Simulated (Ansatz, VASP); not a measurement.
# One calculation of KCl, two programs

```xyz
2
Lattice="3.8200 0.0000 0.0000 0.0000 3.8200 0.0000 0.0000 0.0000 3.8392" Properties=species:S:1:pos:R:3 pbc="T T T"
K     0.0000    0.0000    0.0000
Cl    1.9100    1.9100    1.9196
```

Change from the starting cell: strain -0.0050 x Voigt [1, 1, 0, 0, 0, 0], atoms carried along.

Alike in both runs: task single point; functional PBEsol; k mesh 6 × 6 × 6; occupations gaussian, width 0.05 eV; no spin polarisation.

|  | VASP | Ansatz |
| --- | --- | --- |
| version | VASP 6.6.1 | Ansatz 0.2.0 |
| potentials or method | VASP PAW PBE potentials, release 64 (K_sv, Cl), cutoff 520 eV | scalar-relativistic, plane waves, PAW |
| valence electrons in the cell | 16 | 16 |

|  | VASP | Ansatz | Ansatz less VASP |
| --- | --- | --- | --- |
| gap on the k mesh at the Fermi level (eV) | 4.65 | 4.65 | +0.003 |
| least direct gap on the mesh (eV) | 4.86 | 4.86 | +0.003 |
| pressure (GPa) | -1.3 | -1.3 | -0.02 |
| traceless stress, the component that is largest in VASP (GPa) | -0.14 | -0.14 | 0.000 |

VASP's potentials were made for PBE, not for PBEsol.
